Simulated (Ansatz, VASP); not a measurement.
**CaZrSe: VASP beside Ansatz**

```
Ca Zr Se
1.0
     3.95807    0.00000    0.00000
     0.00000    3.99926    0.00000
     0.00000    0.00000    4.08270
Ca Zr Se
1 1 1
Direct
  0.50000 0.50000 0.50000
  0.50000 0.50000 0.00000
  0.00000 0.00000 0.00000
```

Change from the starting cell: species swapped into the ErCoC type (Pmmm, No. 47).

Alike in both runs: task single point; functional PBE; k mesh 4 × 4 × 4; occupations gaussian, width 0.1 eV; no spin polarisation.

```csv
,VASP,Ansatz
version,VASP 6.6.1,Ansatz 0.2.0
potentials or method,"VASP PAW PBE potentials, release 64 (Ca_sv, Zr_sv, Se), cutoff 520 eV","scalar-relativistic, plane waves, PAW"
valence electrons in the cell,28,38
```

```tsv
	VASP	Ansatz	Ansatz less VASP
gap on the k mesh at the Fermi level (eV)	none	none	-
pressure (GPa)	25.9	24.0	-1.91
traceless stress, the component that is largest in VASP (GPa)	58.57	54.89	-3.681
```

A gap of «none» marks a metal or a gap that the smearing closes. VASP's potentials hold 28 valence electrons a cell and Ansatz's 38, so a difference there can come from the potentials and not from the codes.

The k mesh is coarse, so the values compare programs but aren't converged.
